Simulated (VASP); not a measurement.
# WSe2 in VASP: notebook, part 2 of 2

VASP 6.6.1. The steps go on from the part before.

**3. Relaxation of the atoms, PBE+D3(BJ) (equal strain along all axes, cell held: -1.5 %)**

Contents of INCAR:

```
SYSTEM = WSe2
PREC     = Accurate       ! precision mode
ENCUT    = 520            ! plane-wave cutoff, eV
EDIFF    = 1E-6           ! SCF threshold, eV
ISMEAR   = 0              ! smearing method
SIGMA    = 0.02           ! smearing width, eV
LREAL    = .False.        ! projectors in reciprocal space
LASPH    = .True.         ! aspherical terms in the spheres
NELM     = 100            ! most SCF steps
ALGO     = Normal         ! electronic algorithm
ISIF     = 2              ! what is computed and relaxed
LWAVE    = .False.        ! write WAVECAR
LCHARG   = .False.        ! write CHGCAR
GGA      = PE             ! functional
IVDW     = 12             ! dispersion correction
IBRION   = 2              ! ionic algorithm
NSW      = 60             ! ionic steps
EDIFFG   = -0.008         ! ionic threshold
KPAR     = 4
```

Contents of KPOINTS:

```
regular mesh
0
Gamma
  12 12 2
  0 0 0
```

Contents of POSCAR:

```
WSe2
1.0
    3.2298549705      0.0000000000      0.0000000000
   -1.6149274852      2.7971364550      0.0000000000
    0.0000000000      0.0000000000     12.6009309896
W Se
2 4
Direct
    0.6666666667      0.3333333333      0.2500000000
    0.3333333333      0.6666666667      0.7500000000
    0.3333333333      0.6666666667      0.3816756628
    0.6666666667      0.3333333333      0.8816756628
    0.3333333333      0.6666666667      0.1183243372
    0.6666666667      0.3333333333      0.6183243372
```

Potentials or basis: VASP PAW PBE potentials, release 64 (W_sv, Se).

On the command line:

```console
cat potpaw_PBE.64/W_sv/POTCAR potpaw_PBE.64/Se/POTCAR > POTCAR
mpirun -np 4 vasp_std > vasp.out
```

It took 1.7 min on 4 MPI ranks of Intel Xeon Platinum 8375C at 2.90GHz (Ice Lake), shared host; peak memory 0.3 GiB.

The run converged. Its results:

```
Free energy                : -45.8736 eV
Energy gained by relaxing  : 11.5 meV/atom
Ionic steps                : 3
Pressure after relaxing    : 3.5 GPa
Band gap on the k mesh     : 0.80 eV (least direct gap 1.68 eV)
Dispersion energy per atom : -0.498 eV
```

Stress tensor (GPa, compression positive):
```
4.31 0.00 0.00
0.00 4.31 0.00
0.00 0.00 1.81
```

Step by step:
```csv
step,energy change (eV),largest force (eV/Å),pressure (GPa)
1,0.0000,0.8365,7.57
2,-0.0687,0.0282,3.61
3,-0.0687,0.0000,3.48
```

Final structure:
```cif
data_structure
_symmetry_space_group_name_H-M 'P 1'
_symmetry_Int_Tables_number 1
_cell_length_a 3.2299
_cell_length_b 3.2299
_cell_length_c 12.6009
_cell_angle_alpha 90.000
_cell_angle_beta 90.000
_cell_angle_gamma 120.000
_cell_volume 113.84
loop_
_atom_site_label
_atom_site_type_symbol
_atom_site_fract_x
_atom_site_fract_y
_atom_site_fract_z
_atom_site_occupancy
W1 W 0.66667 0.33333 0.25000 1
W2 W 0.33333 0.66667 0.75000 1
Se1 Se 0.33333 0.66667 0.38500 1
Se2 Se 0.66667 0.33333 0.88500 1
Se3 Se 0.33333 0.66667 0.11500 1
Se4 Se 0.66667 0.33333 0.61500 1
```

Levels at points of the mesh, in eV from the valence-band top:
| k point | band 22 | band 23 | band 24 | band 25 | band 26 | band 27 | band 28 | band 29 | band 30 | band 31 |
| --- | --- | --- | --- | --- | --- | --- | --- | --- | --- | --- |
| (0.00, 0.00, 0.00) | -1.38 | -1.29 | -1.29 | -0.87 | 0.00 | 2.76 | 2.77 | 2.77 | 2.78 | 2.86 |
| (0.50, 0.00, 0.00) | -2.53 | -1.54 | -1.35 | -1.28 | -0.87 | 2.29 | 2.38 | 2.43 | 2.89 | 2.94 |
| (0.00, 0.00, 0.50) | -1.34 | -1.34 | -1.34 | -0.21 | -0.21 | 2.76 | 2.76 | 2.76 | 2.76 | 2.98 |
| (0.50, 0.00, 0.50) | -2.75 | -1.41 | -1.41 | -1.08 | -1.08 | 2.40 | 2.40 | 2.63 | 2.63 | 3.43 |

Caveat: the cell differs from its parent crystal (equal strain along all axes, cell held: -1.5 %); spin-orbit coupling is left out, which moves the levels of the heavy elements.

**4. Single point, PBE+D3(BJ) (biaxial strain in the a-b plane: -1.5 %, then relaxed in part)**

Contents of INCAR:

```
  PREC = Accurate
  ENCUT = 520
  EDIFF = 1E-7
  ISMEAR = 0
  SIGMA = 0.02
  LREAL = False
  LASPH = True
  NELM = 60
  ALGO = Normal
  ISIF = 2
  LWAVE = False
  LCHARG = True
  GGA = PE
  IVDW = 12
  LELF = True
  LVHAR = True
  NBANDS = 35
```

Contents of KPOINTS:

```
Automatic mesh
0
Gamma
  12 12 2
```

Contents of POSCAR:

```
WSe2
1.0
    3.2299861641      0.0000000000      0.0000000000
   -1.6149930821      2.7972500720      0.0000000000
    0.0000000000      0.0000000000     12.8627615282
W Se
2 4
Direct
    0.6666666667      0.3333333333      0.2499643631
    0.3333333333      0.6666666667      0.7500356369
    0.3333333333      0.6666666667      0.3823660790
    0.6666666667      0.3333333333      0.8824367580
    0.3333333333      0.6666666667      0.1175632420
    0.6666666667      0.3333333333      0.6176339210
```

On the command line:

```console
cat potpaw_PBE.64/W_sv/POTCAR potpaw_PBE.64/Se/POTCAR > POTCAR
mpirun -np 1 vasp_std > vasp.out
```

Run time: 60 s. Hardware: 1 thread of Intel Xeon 6975P-C (Granite Rapids), shared host; peak memory 0.3 GiB.

It converged, with:

```
Free energy                : -45.8869 eV
Pressure                   : 2.8 GPa
Largest force              : 0.051 eV/Å
Band gap on the k mesh     : 0.92 eV (least direct gap 1.77 eV)
Dispersion energy per atom : -0.487 eV
```

Forces on the atoms (eV/Å):
```
W    0.000  0.000  0.000
W    0.000  0.000  0.000
Se   0.000  0.000  0.051
Se   0.000  0.000  0.050
Se   0.000  0.000 -0.050
Se   0.000  0.000 -0.051
```

Stress tensor (GPa, compression positive):
```
4.01 0.00 0.00
0.00 4.01 0.00
0.00 0.00 0.46
```

Levels at points of the mesh, in eV from the valence-band top:
| k point | band 24 | band 25 | band 26 | band 27 | band 28 | band 29 |
| --- | --- | --- | --- | --- | --- | --- |
| (0.00, 0.00, 0.00) | -1.19 | -1.02 | 0.00 | 2.89 | 2.89 | 2.91 |
| (0.50, 0.00, 0.00) | -1.26 | -1.11 | -0.79 | 2.41 | 2.49 | 2.53 |
| (0.00, 0.00, 0.50) | -1.23 | -0.23 | -0.23 | 2.88 | 2.88 | 2.89 |
| (0.50, 0.00, 0.50) | -1.31 | -0.96 | -0.95 | 2.50 | 2.50 | 2.71 |

Caveat: the cell differs from its parent crystal (biaxial strain in the a-b plane: -1.5 %, then relaxed in part); spin-orbit coupling is left out, which moves the levels of the heavy elements.

**5. Single point, PBE+D3(BJ)**

This run uses another cell than the first one, of 19.37 Å³/atom.

Contents of INCAR:

```
SYSTEM = WSe2
ALGO = Normal
EDIFF = 1E-6
ENCUT = 520
GGA = PE
ISIF = 2
ISMEAR = 0
IVDW = 12
LASPH = .TRUE.
LCHARG = .TRUE.
LELF = .TRUE.
LREAL = .FALSE.
LVHAR = .TRUE.
LWAVE = .FALSE.
NBANDS = 35
NELM = 80
PREC = Accurate
SIGMA = 0.02
```

Contents of KPOINTS:

```
k-points
0
G
  12 12 2
  0 0 0
```

POSCAR is that of step 4.

On the command line:

```console
cat potpaw_PBE.64/W_sv/POTCAR potpaw_PBE.64/Se/POTCAR > POTCAR
mpirun -np 1 vasp_std > vasp.out
```

It took 53 s on 1 thread of Intel Xeon 6975P-C (Granite Rapids), shared host; peak memory 0.3 GiB.

It converged, with:

| Item | Value |
| --- | --- |
| Free energy | -45.8869 eV |
| Pressure | 2.8 GPa |
| Largest force | 0.051 eV/Å |
| Band gap on the k mesh | 0.92 eV (least direct gap 1.77 eV) |
| Dispersion energy per atom | -0.487 eV |

Forces on the atoms (eV/Å):
```
W    0.000  0.000  0.000
W    0.000  0.000  0.000
Se   0.000  0.000  0.051
Se   0.000  0.000  0.050
Se   0.000  0.000 -0.050
Se   0.000  0.000 -0.051
```

Stress tensor (GPa, compression positive):
```
4.01 0.00 0.00
0.00 4.01 0.00
0.00 0.00 0.45
```

Levels at points of the mesh, in eV from the valence-band top:
| k point | band 23 | band 24 | band 25 | band 26 | band 27 | band 28 | band 29 | band 30 |
| --- | --- | --- | --- | --- | --- | --- | --- | --- |
| (0.00, 0.00, 0.00) | -1.19 | -1.19 | -1.02 | 0.00 | 2.89 | 2.89 | 2.91 | 2.91 |
| (0.50, 0.00, 0.00) | -1.41 | -1.26 | -1.11 | -0.79 | 2.41 | 2.49 | 2.53 | 2.95 |
| (0.00, 0.00, 0.50) | -1.23 | -1.23 | -0.23 | -0.23 | 2.88 | 2.88 | 2.88 | 2.88 |
| (0.50, 0.00, 0.50) | -1.31 | -1.31 | -0.96 | -0.95 | 2.50 | 2.50 | 2.71 | 2.71 |

Caveat: spin-orbit coupling is left out, which moves the levels of the heavy elements.

**6. Single point, PBE+D3(BJ) (biaxial strain in the a-b plane: -1.5 %)**

INCAR, as its differences from that of step 5:

```diff
@@ -15,3 +15,3 @@
 NBANDS = 35
-NELM = 80
+NELM = 60
 PREC = Accurate
```

KPOINTS is that of step 5.

Contents of POSCAR:

```
WSe2
1.0
    3.2299861641      0.0000000000      0.0000000000
   -1.6149930821      2.7972500720      0.0000000000
    0.0000000000      0.0000000000     12.9034911435
W Se
2 4
Direct
    0.6666666667      0.3333333333      0.2499645175
    0.3333333333      0.6666666667      0.7500354825
    0.3333333333      0.6666666667      0.3816646942
    0.6666666667      0.3333333333      0.8817349847
    0.3333333333      0.6666666667      0.1182650153
    0.6666666667      0.3333333333      0.6183353058
```

Potentials or basis: VASP PAW PBE potentials, release 64 (W_sv, Se).

On the command line:

```console
cat potpaw_PBE.64/W_sv/POTCAR potpaw_PBE.64/Se/POTCAR > POTCAR
mpirun -np 1 vasp_std > vasp.out
```

Run time: 57 s. Hardware: 1 thread of Intel Xeon 6975P-C (Granite Rapids), shared host; peak memory 0.3 GiB.

It converged, with:

| Property | Result |
| --- | --- |
| Free energy | -45.8853 eV |
| Pressure | 3.1 GPa |
| Largest force | 0.130 eV/Å |
| Band gap on the k mesh | 0.94 eV (least direct gap 1.76 eV) |
| Dispersion energy per atom | -0.486 eV |

Forces in eV/Å, atoms in the order of the input:
```
W    0.000  0.000  0.000
W    0.000  0.000  0.000
Se   0.000  0.000  0.130
Se   0.000  0.000  0.129
Se   0.000  0.000 -0.129
Se   0.000  0.000 -0.130
```

Stress tensor (GPa, compression positive):
```
4.22 0.00 0.00
0.00 4.22 0.00
0.00 0.00 0.89
```

Levels at points of the mesh, in eV from the valence-band top:
```csv
k point,band 23,band 24,band 25,band 26,band 27,band 28,band 29,band 30
"(0.00, 0.00, 0.00)",-1.20,-1.20,-1.05,0.00,2.90,2.90,2.94,2.94
"(0.50, 0.00, 0.00)",-1.39,-1.25,-1.11,-0.80,2.43,2.49,2.53,2.96
"(0.00, 0.00, 0.50)",-1.23,-1.23,-0.24,-0.24,2.90,2.90,2.90,2.90
"(0.50, 0.00, 0.50)",-1.30,-1.30,-0.96,-0.96,2.51,2.51,2.72,2.72
```

Caveat: the cell differs from its parent crystal (biaxial strain in the a-b plane: -1.5 %); the cell stands under pressure; spin-orbit coupling is left out, which moves the levels of the heavy elements.

**7. Overview**

```csv
task,cell,k mesh,cutoff (eV),gap on the mesh (eV),pressure (GPa),largest force (eV/Å)
relaxation of shape and atoms at fixed volume,"relaxed from a = 3.344, b = 3.344, c = 13.538 Å, angles 90.0, 90.0, 120.0°, 6 atoms, atomic positions A",9 × 9 × 2,600,1.31,-2.5,0.01
relaxation of the atoms,"atoms relaxed from a = 3.230, b = 3.230, c = 12.601 Å, angles 90.0, 90.0, 120.0°, 6 atoms, atomic positions B",12 × 12 × 2,520,0.80,3.5,-
single point,"a = 3.230, b = 3.230, c = 12.863 Å, angles 90.0, 90.0, 120.0°, 6 atoms, atomic positions B",12 × 12 × 2,520,0.92,2.8,0.05
single point,"a = 3.230, b = 3.230, c = 12.903 Å, angles 90.0, 90.0, 120.0°, 6 atoms, atomic positions B",12 × 12 × 2,520,0.94,3.1,0.13
```

Alike in all rows: level PBE+D3(BJ); potentials or basis VASP PAW PBE potentials, release 64 (W_sv, Se); no spin polarisation; smearing gaussian 0.02 eV.

Caveats: spin-orbit coupling is left out, which moves the levels of the heavy elements; an odd mesh through Γ misses points on the zone boundary, where band edges can lie (at least some runs); the cell stands under pressure (at least some runs).

Total energies depend on the potentials used, so only differences within one code and one set of settings carry meaning.
